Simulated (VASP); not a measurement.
Ti2SiGe2:

```xyz
5
Lattice="3.5579 0.0000 0.0000 -1.7790 3.0813 0.0000 0.0000 0.0000 7.9054" Properties=species:S:1:pos:R:3 pbc="T T T"
Ti    0.0000    2.0542    0.0000
Ti    1.7790    1.0271    0.0000
Si    0.0000    0.0000    0.0000
Ge    0.0000    0.0000    2.5286
Ge    0.0000    0.0000    5.3768
```

```yaml
Program: VASP 6.6.1
Task: relaxation of cell and atoms
Functional: PBE
Potentials_or_basis: VASP PAW PBE potentials, release 64 (Ti_sv, Si, Ge_d)
Cutoff: 600 eV
k_mesh: 6 × 6 × 2
Occupations: gaussian, width 0.1 eV
Spin: no spin polarisation
```

At the start: pressure 59.3 GPa; volume 17.33 Å³/atom.

**Question.** Where does the relaxation end?

**Answer.** Over 13 steps the energy falls by 1869.5 meV/atom and the volume is 27.15 Å³/atom (+56.7 %); space group P6/mmm (No. 191, to 0.05 Å).

The path:
```
step  energy change (eV)  largest force (eV/Å)  pressure (GPa)  volume (Å³)
   1              0.0000                0.8297           59.27        86.67
   2             -6.1710                0.8165           -9.43       184.56
   3             -9.1743                1.0678           -1.60       133.07
   4             -9.1765                1.0729           -1.17       132.05
   5             -9.2675                0.4421            0.28       129.17
   6             -9.2682                0.3571            0.46       128.87
   7             -9.2963                0.2461            0.59       129.55
   8             -9.3329                0.0010            1.05       131.37
   9             -9.3347                0.0513            1.21       131.83
  10             -9.3425                0.1602           -0.77       137.71
  11             -9.3470                0.0783           -0.06       135.42
  12             -9.3470                0.0806           -0.11       135.49
  13             -9.3476                0.0290           -0.08       135.76
```

Final structure:
```
Ti Si Ge
1.0
     4.41805    0.00000    0.00000
    -2.20902    3.82614    0.00000
     0.00000    0.00000    8.03140
Ti Si Ge
2 1 2
Direct
  0.33333 0.66667 0.00000
  0.66667 0.33333 0.00000
  0.00000 0.00000 0.00000
  0.00000 0.00000 0.29352
  0.00000 0.00000 0.70648
```

Caveat: the k points lie up to 0.39 Å⁻¹ apart in the final cell; the volume moved by over 15 % at a fixed basis, so the end points are rough.
